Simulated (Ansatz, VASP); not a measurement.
Two plane-wave programs on Ta

Contents of INCAR:

```
PREC     = Accurate       # precision mode
ENCUT    = 520            # plane-wave cutoff, eV
EDIFF    = 1E-6           # SCF threshold, eV
ISMEAR   = 0              # smearing method
SIGMA    = 0.15           # smearing width, eV
LREAL    = False          # projectors in reciprocal space
LASPH    = True           # aspherical terms in the spheres
NELM     = 80             # most SCF steps
ALGO     = Fast           # electronic algorithm
ISIF     = 2              # what is computed and relaxed
LWAVE    = False          # write WAVECAR
LCHARG   = True           # write CHGCAR
GGA      = PS             # functional
LELF     = True           # ELF
LVHAR    = True         
NBANDS   = 12             # bands
```

KPOINTS

```
regular mesh
0
Gamma
  20 20 20
```

Contents of POSCAR:

```
Ta
1.0
   -1.7004250259      1.6402286350      1.8862629302
    1.7004250259     -1.6402286350      1.8862629302
    1.7004250259      1.6402286350     -1.8862629302
Ta
1
Direct
    0.0000000000      0.0000000000      0.0000000000
```

Input for Ansatz:

```yaml
crystal:
  lattice:
    - [-1.7004250259, 1.640228635, 1.8862629302]
    - [1.7004250259, -1.640228635, 1.8862629302]
    - [1.7004250259, 1.640228635, -1.8862629302]
  atoms:
    - { symbol: Ta, position: [0.0, 0.0, 0.0] }
basis:
  ecutwfc: 420
kpoints:
  mp_grid: { grid: [20, 20, 20] }
hamiltonian:
  xc: pbesol
  pseudopotentials: { kind: paw, azcp: { folder: soft_1 } }
scf:
  occupations: { method: gaussian, width: 0.15 }
output:
  forces: true
  stress: true
  eigenvalues: true
  write_density: true
  write_potential: true
  elf: true
  volumetric_format: npy
```

Change from the starting cell: normal strain along x +0.0367, normal strain along z +0.1500.

Alike in both runs: task single point; functional PBEsol; k mesh 20 × 20 × 20; occupations gaussian, width 0.15 eV; no spin polarisation.

|  | VASP | Ansatz |
| --- | --- | --- |
| version | VASP 6.6.1 | Ansatz 0.2.0 |
| potentials or method | VASP PAW PBE potentials, release 64 (Ta_pv), cutoff 520 eV | scalar-relativistic, plane waves, PAW |
| valence electrons in the cell | 11 | 13 |

```tsv
	VASP	Ansatz	Ansatz less VASP
gap on the k mesh at the Fermi level (eV)	none	none	-
pressure (GPa)	-25.1	-25.0	+0.05
traceless stress, the component that is largest in VASP (GPa)	-4.37	-4.35	+0.013
```

VASP's potentials were made for PBE, not for PBEsol, and Ansatz warns of the same on its side. A gap of «none» marks a metal or a gap that the smearing closes. VASP's potentials hold 11 valence electrons a cell and Ansatz's 13, so a difference there can come from the potentials and not from the codes.

Neither program's run includes spin-orbit coupling.
